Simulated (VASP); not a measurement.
ZrS2:

```
Zr S
1.0
     3.67436    0.00000    0.00000
    -1.83718    3.18209    0.00000
     0.00000    0.00000    5.85714
Zr S
1 2
Direct
  0.00000 0.00000 0.00000
  0.66667 0.33333 0.75376
  0.33333 0.66667 0.24624
```

Base run:

- Program: VASP 6.6.1
- Functional: PBEsol
- Dispersion: D4
- Potentials or basis: VASP PAW PBE potentials, release 64 (Zr_sv, S)
- Cutoff: 500 eV
- k mesh: 6 × 6 × 4
- Occupations: gaussian, width 0.01 eV
- Spin: no spin polarisation

Its results: band gap on the k mesh 0.81 eV, indirect (least direct gap 1.45 eV); pressure -2.9 GPa; largest force 0.128 eV/Å.

Problem. After a change of settings the same cell gave: band gap on the k mesh 0.81 eV, indirect (least direct gap 1.45 eV); pressure -1.8 GPa; largest force 0.126 eV/Å. Which change was it?
A. dispersion from D4 to none
B. dispersion from D4 to none; k mesh from 6 × 6 × 4 to 2 × 2 × 2
C. functional from PBEsol to r2SCAN; dispersion from D4 to none; cutoff from 500 eV to 550 eV

Solution. A.

Dispersion adds attraction, which lowers the pressure at fixed volume and, as a term added to the energy, leaves the levels alone.

Caveats: the PAW data sets were made with another functional, which shifts forces and pressure a little; this functional lacks dispersion, which binds the layers, so the pressure and a relaxed spacing across them are unreliable (some runs).
